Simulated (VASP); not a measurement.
Here is a VASP 6.6.1 calculation.

The input INCAR:

```
SYSTEM = TcRu
PREC = Accurate
ENCUT = 520
EDIFF = 1E-6
ISMEAR = -1
SIGMA = 0.05
LREAL = .FALSE.
LASPH = .TRUE.
NELM = 60
ALGO = Normal
ISIF = 2
LWAVE = .FALSE.
LCHARG = .TRUE.
GGA = PS
LELF = .TRUE.
LVHAR = .TRUE.
NBANDS = 20
```

File KPOINTS:

```
Automatic mesh
0
G
  14 14 8
  0 0 0
```

Contents of POSCAR:

```
TcRu
1.0
    2.7248625300      0.0000000000      0.0000000000
   -1.3624312600      2.3598001700      0.0000000000
    0.0000000000      0.0000000000      4.3128941500
Tc Ru
1 1
Direct
    0.0000000000      0.0000000000      0.0000000000
    0.3333333300      0.6666666700      0.5000000000
```

Potentials or basis: VASP PAW PBE potentials, release 64 (Tc_pv, Ru_pv).

The run is started by

```bash
$ cat potpaw_PBE.64/Tc_pv/POTCAR potpaw_PBE.64/Ru_pv/POTCAR > POTCAR
$ mpirun -np 1 vasp_std > vasp.out
```

(1) What does it give for the pressure?

Answers

(1) -5.9 GPa.

Caveat: the PAW data sets were made with another functional, which shifts forces and pressure a little.
